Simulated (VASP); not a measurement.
Runs of VASP 6.6.1 on Al. The structure is that of space group Fm-3m (No. 225), or close to it. The cells are those of the table. 

```tsv
task	cell	cutoff (eV)	gap on the mesh (eV)	pressure (GPa)
single point	a = 2.713 Å, angles 60.0°, 1 atom	520	none	(a)
relaxation of cell and atoms	relaxed to 45 GPa from a = 2.864 Å, angles 60.0°, 1 atom	600	none	45.0
single point	a = 2.635 Å, angles 60.0°, 1 atom	520	none	30.2
relaxation of cell and atoms	relaxed to 30 GPa from a = 2.864 Å, angles 60.0°, 1 atom	600	none	30.0
relaxation of cell and atoms	relaxed from a = 2.864 Å, angles 60.0°, 1 atom	600	none	0.0
```

Alike in all rows: level PBEsol; potentials or basis VASP PAW PBE potentials, release 64 (Al); no spin polarisation; k mesh 9 × 9 × 9; smearing methfessel-paxton 0.1 eV.

Problem. Estimate the missing entries.

Solution. (a) 15.0.

Caveats: the PAW data sets were made with another functional, which shifts forces and pressure a little; the cell is relaxed towards a set pressure, so the enthalpy falls and the energy may rise (some runs).

A gap of «none» marks levels without a gap at the run's occupations.
